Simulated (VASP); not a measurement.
Zr:

```
Zr
1.0
    -1.82199    1.82199    1.82199
     1.82199   -1.82199    1.82199
     1.82199    1.82199   -1.82199
Zr
1
Cartesian
  0.0000 0.0000 0.0000
```

Base run:

- Program: VASP 6.6.1
- Functional: RPBE
- Potentials or basis: VASP PAW PBE potentials, release 64 (Zr_sv)
- Cutoff: 500 eV
- k mesh: 10 × 10 × 10
- Occupations: fermi-dirac, width 0.05 eV
- Spin: no spin polarisation

Its results: band gap on the k mesh zero (band 6 reaches 9.50 eV, above the bottom of band 7 at 7.69 eV); pressure -2.6 GPa.

Problem. After a change of settings the same cell gave: band gap on the k mesh zero (band 6 reaches 9.16 eV, above the bottom of band 7 at 7.43 eV); pressure -10.9 GPa. Which change was it?
A. functional from RPBE to LDA; potentials or basis from VASP PAW PBE potentials, release 64 (Zr_sv) to VASP PAW LDA potentials, release 64 (Zr_sv)
B. functional from RPBE to PBEsol; cutoff from 500 eV to 520 eV; further incar settings from ALGO = Normal; EDIFF = 1e-06; NBANDS = 12 to ALGO = Fast; EDIFF = 1e-07; NBANDS = 12
C. functional from RPBE to r2SCAN; cutoff from 500 eV to 550 eV
D. functional from RPBE to PBE; cutoff from 500 eV to 520 eV

Solution. A.

Caveats: the PAW data sets were made with another functional, which shifts forces and pressure a little (some runs).
